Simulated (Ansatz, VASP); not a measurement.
## Two plane-wave programs on CdSe

INCAR

```
PREC     = Accurate       # precision mode
ENCUT    = 520            # plane-wave cutoff, eV
EDIFF    = 1E-6           # SCF threshold, eV
ISMEAR   = -1             # smearing method
SIGMA    = 0.05           # smearing width, eV
LREAL    = F              # projectors in reciprocal space
LASPH    = T              # aspherical terms in the spheres
NELM     = 60             # most SCF steps
ALGO     = Normal         # electronic algorithm
ISIF     = 2              # what is computed and relaxed
LWAVE    = F              # write WAVECAR
LCHARG   = F              # write CHGCAR
GGA      = RP             # functional
NBANDS   = 16             # bands
```

The input KPOINTS:

```
regular mesh
0
Gamma
  8 8 8
```

POSCAR

```
CdSe
1.0
    0.0000000000      3.0496647307      3.0496647307
    3.0496647307      0.0000000000      3.0496647307
    3.0496647307      3.0496647307      0.0000000000
Cd Se
1 1
Direct
    0.0000000000      0.0000000000      0.0000000000
    0.2500000000      0.2500000000      0.2500000000
```

input.yaml

```yaml
crystal:
  lattice:
    - [0.0, 3.0496647307, 3.0496647307]
    - [3.0496647307, 0.0, 3.0496647307]
    - [3.0496647307, 3.0496647307, 0.0]
  atoms:
    - { symbol: Cd, position: [0.0, 0.0, 0.0] }
    - { symbol: Se, position: [0.25, 0.25, 0.25] }
hamiltonian:
  xc: rpbe
  pseudopotentials: { kind: paw }
kpoints:
  mp_grid: { grid: [8, 8, 8] }
scf:
  occupations: { method: fermi_dirac, width: 0.05 }
output:
  forces: true
  stress: true
  eigenvalues: true
```

Alike in both runs: task single point; functional RPBE; k mesh 8 × 8 × 8; occupations fermi-dirac, width 0.05 eV; no spin polarisation.

|  | VASP | Ansatz |
| --- | --- | --- |
| version | VASP 6.6.1 | Ansatz 0.2.0 |
| potentials or method | VASP PAW PBE potentials, release 64 (Cd, Se) | Ansatz PAW |
| plane-wave cutoff (eV) | 520 | 420 |
| valence electrons in the cell | 18 | 36 |

|  | VASP | Ansatz | Ansatz less VASP |
| --- | --- | --- | --- |
| gap on the k mesh at the Fermi level (eV) | 0.77 | 0.77 | +0.003 |
| least direct gap on the mesh (eV) | 0.77 | 0.77 | +0.003 |
| pressure (GPa) | 4.6 | 4.3 | -0.32 |

VASP's potentials were made for PBE, not for RPBE. The functional is the same, so the differences come from potentials, cutoffs and numerics. VASP's potentials hold 18 valence electrons a cell and Ansatz's 36, so a difference there can come from the potentials and not from the codes.
